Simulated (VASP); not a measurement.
# CaO (klda) (Fm-3m) in VASP: vibrations by perturbation theory with LDA

Aim: the vibrations by perturbation theory of CaO (klda) with LDA.

All numbers are computed with VASP 6.6.1; they aren't measurements. Logs are shortened: lines on timing, memory, paths and dates and some standing lists are left out, and cuts for length are marked.

### Step 1. The cell of the first run

Symmetry: Fm-3m, No. 225, cubic system. The conventional cell has a = 4.707 Å, b = 4.707 Å, c = 4.707 Å, α = 90.00°, β = 90.00°, γ = 90.00°. Ca (site symmetry m-3m) has 6 O at 2.35 Å within 3.1 Å. Within 3.1 Å of O (site symmetry m-3m) lie 6 Ca at 2.35 Å.

### Step 2. Vibrations by perturbation theory, LDA

Contents of INCAR:

```
SYSTEM = CaO
PREC = Accurate
ENCUT = 520
EDIFF = 1E-8
ISMEAR = 0
SIGMA = 0.01
LREAL = .False.
LASPH = .True.
NELM = 100
ALGO = Normal
ISIF = 2
LWAVE = .False.
LCHARG = .False.
NBANDS = 15
IBRION = 8
NSW = 1
LEPSILON = .True.
```

Contents of KPOINTS:

```
Automatic mesh
0
Gamma
  8 8 8
  0 0 0
```

Contents of POSCAR:

```
CaO
1.0
    0.0000000000      2.3537266236      2.3537266236
    2.3537266236      0.0000000000      2.3537266236
    2.3537266236      2.3537266236      0.0000000000
Ca O
1 1
Direct
    0.0000000000      0.0000000000      0.0000000000
    0.5000000000      0.5000000000      0.5000000000
```

Potentials or basis: VASP PAW LDA potentials, release 64 (Ca_sv, O).

Run with:

```bash
> cat potpaw_LDA.64/Ca_sv/POTCAR potpaw_LDA.64/O/POTCAR > POTCAR
> mpirun -np 1 vasp_std > vasp.out
```

OUTCAR:

```text
SYSTEM = CaO
   PREC = Accurate
   ENCUT = 520
   EDIFF = 1E-8
   ISMEAR = 0
   LREAL = .False.
   LASPH = .True.
   NELM = 100
   ISIF = 2
   IBRION = 8
   NSW = 1
   LEPSILON = .True.

 ion  position               nearest neighbor table
   1  0.000  0.000  0.000-   2 2.35   2 2.35   2 2.35   2 2.35   2 2.35   2 2.35
   2  0.500  0.500  0.500-   1 2.35   1 2.35   1 2.35   1 2.35   1 2.35   1 2.35

  LATTYP: Found a face centered cubic cell.
 ALAT       =     4.7074532472

  Lattice vectors:

 A1 = (   0.0000000000,   2.3537266236,   2.3537266236)
 A2 = (   2.3537266236,   0.0000000000,   2.3537266236)
 A3 = (   2.3537266236,   2.3537266236,   0.0000000000)

Analysis of symmetry for initial positions (statically):
=====================================================================
 Subroutine PRICEL returns:
 Original cell was already a primitive cell.

 Routine SETGRP: Setting up the symmetry group for a
 face centered cubic supercell.

 Subroutine GETGRP returns: Found 48 space group operations
 (whereof 48 operations were pure point group operations)
 out of a pool of 48 trial point group operations.

The static configuration has the point symmetry O_h .

Analysis of symmetry for dynamics (positions and initial velocities):
=====================================================================
 Subroutine PRICEL returns:
 Original cell was already a primitive cell.

 Routine SETGRP: Setting up the symmetry group for a
 face centered cubic supercell.

 Subroutine GETGRP returns: Found 48 space group operations
 (whereof 48 operations were pure point group operations)
 out of a pool of 48 trial point group operations.

The dynamic configuration has the point symmetry O_h .

 Subroutine INISYM returns: Found 48 space group operations
 (whereof 48 operations are pure point group operations),
 and found     1 'primitive' translations

----------------------------------------------------------------------------------------

                                     Primitive cell

  volume of cell :      26.0794

  direct lattice vectors                    reciprocal lattice vectors
     0.000000000  2.353726624  2.353726624    -0.212429088  0.212429088  0.212429088
     2.353726624  0.000000000  2.353726624     0.212429088 -0.212429088  0.212429088
     2.353726624  2.353726624  0.000000000     0.212429088  0.212429088 -0.212429088

  length of vectors
     3.328672113  3.328672113  3.328672113     0.367937973  0.367937973  0.367937973

  position of ions in fractional coordinates (direct lattice)
     0.000000000  0.000000000  0.000000000
     0.500000000  0.500000000  0.500000000

  ion indices of the primitive-cell ions
   primitive index   ion index
                 1           1
                 2           2

----------------------------------------------------------------------------------------

 KPOINTS: Automatic mesh

Automatic generation of k-mesh.
 Grid dimensions read from file:
 generate k-points for:    8    8    8

 Generating k-lattice:

[... 581 lines left out ...]

 Free energy of the ion-electron system (eV)
  ---------------------------------------------------
  ---------------------------------------------------
  free energy    TOTEN  =        -0.22077494 eV

  energy without entropy =       -0.22077494

------------------------ aborting loop because EDIFF is reached ----------------------------------------

--------------------------------------- Ionic step        2  -------------------------------------------

------------------------ aborting loop because EDIFF is reached ----------------------------------------

--------------------------------------- Ionic step        3  -------------------------------------------

------------------------ aborting loop because EDIFF is reached ----------------------------------------

 PIEZOELECTRIC TENSOR FIELD DIRECTION 3  (e Angst)
 -----------------------------------------------------------------------------
    -0.00000  0.00000 -0.00000           ( -0.00001  0.00000 -0.00000)
     0.00000 -0.00000 -0.00000           (  0.00000 -0.00001  0.00000)
    -0.00000 -0.00000 -0.00078           ( -0.00000  0.00000 -0.00000)

 PIEZOELECTRIC TENSOR FIELD DIRECTION 3  (C/m^2)
 -----------------------------------------------------------------------------
    -0.00000  0.00000 -0.00000
     0.00000 -0.00000 -0.00000
    -0.00000 -0.00000 -0.00048

--------------------------------------- Ionic step        4  -------------------------------------------

------------------------ aborting loop because EDIFF is reached ----------------------------------------

[... ionic steps 5 to 6 ...]

--------------------------------------- Ionic step        7  -------------------------------------------

 Free energy of the ion-electron system (eV)
  ---------------------------------------------------
  ---------------------------------------------------
  free energy    TOTEN  =        -0.35691012 eV

  energy without entropy =       -0.35691012

------------------------ aborting loop because EDIFF is reached ----------------------------------------

 INTERNAL STRAIN TENSOR  FOR ION    2  DIRECTION 1   (eV/Angst):
 -----------------------------------------------------------------------------
     0.01983  0.00000  0.00000
    -0.00000 -0.01118  0.00000
    -0.00000  0.00000 -0.01118

 MACROSCOPIC STATIC DIELECTRIC TENSOR (including local field effects in DFT)
 ------------------------------------------------------
           3.886090     0.000000    -0.000000
           0.000000     3.886090     0.000000
          -0.000000     0.000000     3.886090
 ------------------------------------------------------

 PIEZOELECTRIC TENSOR (including local field effects)  for field in x, y, z        (e  Angst)
          XX          YY          ZZ          XY          YZ          ZX
  --------------------------------------------------------------------------------
  x     0.00000     0.00000     0.00000     0.00000     0.00000     0.00000
  y     0.00000     0.00000     0.00000     0.00000     0.00000     0.00000
  z     0.00000     0.00000     0.00000     0.00000     0.00000     0.00000

 PIEZOELECTRIC TENSOR (including local field effects)  for field in x, y, z        (C/m^2)
          XX          YY          ZZ          XY          YZ          ZX
  --------------------------------------------------------------------------------
  x     0.00000     0.00000     0.00000     0.00000     0.00000     0.00000
  y     0.00000     0.00000     0.00000     0.00000     0.00000     0.00000
  z     0.00000     0.00000     0.00000     0.00000     0.00000     0.00000

 BORN EFFECTIVE CHARGES (including local field effects) (in |e|, cummulative output)
 ---------------------------------------------------------------------------------
 ion    1
    1     2.37845     0.00000    -0.00000
    2    -0.00000     2.37845    -0.00000
    3     0.00000    -0.00000     2.37845
 ion    2
    1    -2.37845    -0.00000     0.00000
    2     0.00000    -2.37845     0.00000
    3     0.00000     0.00000    -2.37845

 INTERNAL STRAIN TENSOR FOR ION    2 for displacements in x,y,z  (eV/Angst):
          X           Y           Z          XY          YZ          ZX
  --------------------------------------------------------------------------------
  x     0.00000     0.00000     0.00000     0.00000     0.00000     0.00000
  y     0.00000     0.00000     0.00000     0.00000     0.00000     0.00000
  z     0.00000     0.00000     0.00000     0.00000     0.00000     0.00000

 SECOND DERIVATIVES (NOT SYMMETRIZED)
 ------------------------------------
               1X          1Y          1Z          2X          2Y          2Z
  1X    -3.752848    0.000000    0.000000    3.752848    0.000000    0.000000
  1Y     0.000000   -3.752848    0.000000    0.000000    3.752848    0.000000
  1Z     0.000000    0.000000   -3.752848    0.000000    0.000000    3.752848
  2X     3.761849    0.000000    0.000000   -3.761849    0.000000    0.000000
  2Y     0.000000    3.761849    0.000000    0.000000   -3.761849    0.000000
  2Z     0.000000    0.000000    3.761849    0.000000    0.000000   -3.761849

 Eigenvectors and eigenvalues of the dynamical matrix
 ----------------------------------------------------

   1 f  =    8.963681 THz    56.320471 2PiTHz  298.996228 cm-1    37.070791 meV
             X         Y         Z           dx          dy          dz
      0.000000  0.000000  0.000000     0.000000    0.533694    0.000000
      2.353727  2.353727  2.353727     0.000000   -0.845678    0.000000
[... 21 lines left out ...]
   6 f/i=    0.004845 THz     0.030444 2PiTHz    0.161623 cm-1     0.020039 meV
             X         Y         Z           dx          dy          dz
      0.000000  0.000000  0.000000     0.000000    0.000000    0.845678
      2.353727  2.353727  2.353727     0.000000    0.000000    0.533694

--------------------------------------------------------------------------------------------------------

 MACROSCOPIC STATIC DIELECTRIC TENSOR IONIC CONTRIBUTION
 ------------------------------------------------------
          10.446569     0.000000    -0.000000
           0.000000    10.446569    -0.000000
          -0.000000    -0.000000    10.446569
 ------------------------------------------------------

 ELASTIC MODULI CONTR FROM IONIC RELAXATION (kBar)
 Direction    XX          YY          ZZ          XY          YZ          ZX
 --------------------------------------------------------------------------------
 XX           0.0000      0.0000      0.0000      0.0000      0.0000      0.0000
 YY           0.0000      0.0000      0.0000      0.0000      0.0000      0.0000
 ZZ           0.0000      0.0000      0.0000      0.0000      0.0000      0.0000
 XY           0.0000      0.0000      0.0000      0.0000      0.0000      0.0000
 YZ           0.0000      0.0000      0.0000      0.0000      0.0000      0.0000
 ZX           0.0000      0.0000      0.0000      0.0000      0.0000      0.0000
 --------------------------------------------------------------------------------

 PIEZOELECTRIC TENSOR IONIC CONTR  for field in x, y, z        (C/m^2)
          XX          YY          ZZ          XY          YZ          ZX
  --------------------------------------------------------------------------------
  x     0.00000     0.00000     0.00000     0.00000     0.00000     0.00000
  y     0.00000     0.00000     0.00000     0.00000     0.00000     0.00000
  z     0.00000     0.00000     0.00000     0.00000     0.00000     0.00000
```

Run time: 4.3 min. Hardware: 1 thread of Intel Xeon Platinum 8375C at 2.90GHz (Ice Lake), shared host; peak memory 0.2 GiB.

Results:

```yaml
Electronic_dielectric_tensor_diagonal: 3.89
Born_charges_mean_of_the_diagonal: Ca +2.38; O -2.38 e
Highest_phonon_frequency_at_Γ_LO-TO_splitting_left_out: 299 cm⁻¹
```

Phonon frequencies in cm⁻¹ (negative: imaginary):
| q point | frequencies |
| --- | --- |
| (0.000, 0.000, 0.000) | 0 0 0 299 299 299 |

Electronic dielectric tensor:
```
3.89 0.00 0.00
0.00 3.89 0.00
0.00 0.00 3.89
```

Born effective charge tensors (e):
atom 1, Ca
```
2.38 0.00 0.00
0.00 2.38 0.00
0.00 0.00 2.38
```
atom 2, O
```
-2.38  0.00  0.00
 0.00 -2.38  0.00
 0.00  0.00 -2.38
```

Caveat: the cell wasn't relaxed at this level first, which shifts response properties.
